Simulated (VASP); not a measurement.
Here is a VASP 6.6.1 calculation.

File INCAR:

```
ALGO = Normal
EDIFF = 1E-6
ENCUT = 600
GGA = PE
GGA_COMPAT = F
ISIF = 2
ISMEAR = 0
LASPH = T
LCHARG = T
LELF = T
LREAL = F
LVHAR = T
LWAVE = F
NBANDS = 11
NELM = 120
PREC = Accurate
SIGMA = 0.06802846561497
```

The input KPOINTS:

```
k-points
0
Gamma
  6 6 6
```

POSCAR

```
AlN
1.0
    0.0000000000      2.0345180000      2.0345180000
    2.0345180000      0.0000000000      2.0345180000
    2.0345180000      2.0345180000      0.0000000000
Al N
1 1
Direct
    0.5000000000      0.5000000000      0.5000000000
    0.0000000000      0.0000000000      0.0000000000
```

Potentials or basis: VASP PAW PBE potentials, release 64 (Al, N).

Run with:

```console
$ cat potpaw_PBE.64/Al/POTCAR potpaw_PBE.64/N/POTCAR > POTCAR
$ mpirun -np 1 vasp_std > vasp.out
```

**Question.** Estimate the pressure.

**Answer.** -0.2 GPa.

**Question.** Predict the band gap on the k mesh.

**Answer.** 4.42 eV, indirect (least direct gap 5.41 eV).

Caveat: the k points lie up to 0.45 Å⁻¹ apart. A k mesh can miss the band edges.
